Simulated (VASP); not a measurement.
Set up this calculation in VASP 6.6.1, as the native input.

- Task: electric field gradients
- Functional: PBE
- Potentials or basis: VASP PAW PBE potentials, release 64 (Pb_d)
- Cutoff: 520 eV
- k mesh: 12 × 12 × 12
- Occupations: fermi-dirac, width 0.05 eV
- Spin: no spin polarisation
- Dipole correction: no
- Further INCAR settings: ALGO = Normal; EDIFF = 1e-08; NBANDS = 13

The structure of Pb lies in POSCAR:

```
Pb
1.0
    0.0000000000      2.4514823183      2.5068470000
    2.4514823183      0.0000000000      2.5068470000
    2.4514823183      2.4514823183      0.0000000000
Pb
1
Direct
    0.0000000000      0.0000000000      0.0000000000
```

This cell differs from its parent crystal: z stretched by +1.5 % at fixed volume.

The input as run:

INCAR

```
SYSTEM = Pb
ALGO = Normal ; EDIFF = 1E-8
ENCUT = 520 ; GGA = PE
ISIF = 2 ; ISMEAR = -1
LASPH = .True. ; LCHARG = .False.
LEFG = .True. ; LREAL = .False.
LWAVE = .False. ; NBANDS = 13
NELM = 80 ; PREC = Accurate
SIGMA = 0.05
```

KPOINTS

```
k-points
0
Gamma
  12 12 12
  0 0 0
```

Potentials or basis: VASP PAW PBE potentials, release 64 (Pb_d).

Run with:

```bash
$ cat potpaw_PBE.64/Pb_d/POTCAR > POTCAR
$ mpirun -np 1 vasp_std > vasp.out
```

Results of the run:

```yaml
Pressure: 2.9 GPa
Band_gap_on_the_k_mesh: zero (band 7 reaches 14.81 eV, above the bottom of band 8 at 5.70 eV)
```

Caveat: without QUAD_EFG the Cq values of the log hold for a quadrupole moment of 1 mb, not for the nuclei; spin-orbit coupling is left out, which moves the levels of the heavy elements.

Run time: 58 s on 1 thread of AMD EPYC 7R43 64-Core Processor (Zen 3), with other jobs on the host, peak memory 0.16 GiB.
